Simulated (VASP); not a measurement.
# Zn (Immm) in VASP: a series of runs, part 2 of 2

VASP 6.6.1. Earlier steps stand in the parts before.

## 4. Single point, PBEsol (normal strain along x +0.0300, normal strain along z +0.0400)

INCAR reads:

```
SYSTEM = Zn
  PREC = Accurate
  ENCUT = 520
  EDIFF = 1E-6
  ISMEAR = 0
  SIGMA = 0.15
  LREAL = .False.
  LASPH = .True.
  NELM = 60
  ALGO = Fast
  ISIF = 2
  LWAVE = .False.
  LCHARG = .True.
  GGA = PS
  LELF = .True.
  LVHAR = .True.
  NBANDS = 12
```

KPOINTS reads:

```
Automatic mesh
0
Gamma
  20 20 20
  0 0 0
```

POSCAR reads:

```
Zn
1.0
   -1.5759767363      1.5300745013      1.5912774814
    1.5759767363     -1.5300745013      1.5912774814
    1.5759767363      1.5300745013     -1.5912774814
Zn
1
Direct
    0.0000000000      0.0000000000      0.0000000000
```

Potentials or basis: VASP PAW PBE potentials, release 64 (Zn).

The run is started by

```bash
$ cat potpaw_PBE.64/Zn/POTCAR > POTCAR
$ mpirun -np 1 vasp_std > vasp.out
```

OUTCAR:

```text
SYSTEM = Zn
   PREC = Accurate
   ENCUT = 520
   EDIFF = 1E-6
   ISMEAR = 0
   LREAL = .False.
   LASPH = .True.
   NELM = 60
   ISIF = 2
   GGA = PS

 ion  position               nearest neighbor table
   1  0.000  0.000  0.000-

  LATTYP: Found a body centered orthorhombic cell.
 ALAT       =     3.0601490026
 B/A-ratio  =     1.0300000000
 C/A-ratio  =     1.0400000000

  Lattice vectors:

 A1 = (   1.5759767363,  -1.5300745013,  -1.5912774814)
 A2 = (  -1.5759767363,   1.5300745013,  -1.5912774814)
[... 540 lines left out ...]
     12      26.7196      0.00000

 [... further k-points ...]

------------------------ aborting loop because EDIFF is reached ----------------------------------------

  FORCE on cell =-STRESS in cart. coord.  units (eV):
  Direction    XX          YY          ZZ          XY          YZ          ZX
  --------------------------------------------------------------------------------------
  -------------------------------------------------------------------------------------
  Total       -0.4174901     -0.5330028     -0.3630037      0.0000000      0.0000000      0.0000000
  in kB      -43.5801271    -55.6380341    -37.8925078      0.0000000      0.0000000      0.0000000
  external PRESSURE =     -45.7035563 kB  Pullay stress =       0.0000000 kB

 VOLUME and BASIS-vectors are now :
 -----------------------------------------------------------------------------
  energy-cutoff  :      520.00
  volume of cell :       15.35
      direct lattice vectors                 reciprocal lattice vectors
    -1.575976736  1.530074501  1.591277481     0.000000000  0.326781473  0.314212955
     1.575976736 -1.530074501  1.591277481     0.317263566  0.000000000  0.314212955
     1.575976736  1.530074501 -1.591277481     0.317263566  0.326781473  0.000000000

 POSITION                                       TOTAL-FORCE (eV/Angst)
 -----------------------------------------------------------------------------------
      0.00000      0.00000      0.00000        -0.000000      0.000000      0.000000
 -----------------------------------------------------------------------------------
    total drift:                                0.000000     -0.000000      0.000000

  FREE ENERGIE OF THE ION-ELECTRON SYSTEM (eV)
  ---------------------------------------------------
  free  energy   TOTEN  =        -1.4821542755 eV

  energy  without entropy=       -1.4786779381  energy(sigma->0) =       -1.48041611
```

OSZICAR:

```text
N       E                     dE             d eps       ncg     rms          rms(c)
DAV:   1     0.418274748050E+02    0.41827E+02   -0.65936E+03 28936   0.157E+03
DAV:   2    -0.362257098863E+00   -0.42190E+02   -0.39839E+02 29000   0.213E+02
DAV:   3    -0.161194003545E+01   -0.12497E+01   -0.12474E+01 32148   0.365E+01
DAV:   4    -0.161476070736E+01   -0.28207E-02   -0.28205E-02 30612   0.169E+00
DAV:   5    -0.161476279007E+01   -0.20827E-05   -0.20827E-05 31632   0.448E-02    0.284E+00
RMM:   6    -0.149153594444E+01    0.12323E+00   -0.31049E-01 34215   0.747E+00    0.221E+00
RMM:   7    -0.148558563052E+01    0.59503E-02   -0.99484E-03 35546   0.153E+00    0.107E+00
RMM:   8    -0.148220644935E+01    0.33792E-02   -0.17451E-03 33579   0.379E-01    0.651E-02
RMM:   9    -0.148216401252E+01    0.42437E-04   -0.49688E-04 36339   0.347E-01    0.613E-02
RMM:  10    -0.148215421642E+01    0.97961E-05   -0.31696E-05 35775   0.662E-02    0.510E-03
RMM:  11    -0.148215427551E+01   -0.59091E-07   -0.25814E-06 27412   0.180E-02
   1 F= -.14821543E+01 E0= -.14804161E+01  d E =-.347634E-02
```

stdout:

```text
POSCAR found type information on POSCAR Zn
 POSCAR found :  1 types and       1 ions
 scaLAPACK will be used
 -----------------------------------------------------------------------------
|                                                                             |
|                                                                             |
|     You enforced a specific xc type in the INCAR file but a different       |
|     I HOPE YOU KNOW WHAT YOU ARE DOING!                                     |
|                                                                             |
 -----------------------------------------------------------------------------

 LDA part: xc-table for (Slater+PW92), standard interpolation
 POSCAR, INCAR and KPOINTS ok, starting setup
 FFT: planning ... GRIDC
 FFT: planning ... GRID_SOFT
 FFT: planning ... GRID
 WAVECAR not read
 entering main loop
WARNING in EDDRMM: call to ZHEGV failed, returncode =   6  3     11
WARNING in EDDRMM: call to ZHEGV failed, returncode =   8  4     10
WARNING in EDDRMM: call to ZHEGV failed, returncode =   8  4     10
WARNING in EDDRMM: call to ZHEGV failed, returncode =   6  3     11
```

It took 84 s on 1 thread of AMD EPYC 9R45 (Zen 5), shared host; peak memory 0.26 GiB.

What came out:

- Free energy: -1.4822 eV
- Pressure: -4.6 GPa
- Band gap on the k mesh: zero (band 6 reaches 6.65 eV, above the bottom of band 7 at 1.75 eV)

Caveat: the cell differs from its parent crystal (normal strain along x +0.0300, normal strain along z +0.0400); the PAW data sets were made with another functional, which shifts forces and pressure a little.

## 5. The runs side by side

| cell | further INCAR settings | gap on the mesh (eV) | pressure (GPa) |
| --- | --- | --- | --- |
| a = 2.695 Å, angles 110.0, 110.8, 107.6°, 1 atom | ALGO = Fast; EDIFF = 1e-06; NBANDS = 12 | none | -3.4 |
| a = 2.704 Å, angles 109.5, 111.1, 107.9°, 1 atom | ALGO = Fast; EDIFF = 1e-07; NBANDS = 12 | none | -4.0 |
| a = 2.712 Å, angles 109.0, 111.3, 108.2°, 1 atom | ALGO = Fast; EDIFF = 1e-06; NBANDS = 12 | none | -4.6 |

Alike in all rows: task single point; level PBEsol; potentials or basis VASP PAW PBE potentials, release 64 (Zn); no spin polarisation; k mesh 20 × 20 × 20; cutoff (eV) 520; smearing gaussian 0.15 eV.

Caveats: the PAW data sets were made with another functional, which shifts forces and pressure a little.

Total energies depend on the potentials used, so only differences within one code and one set of settings carry meaning.
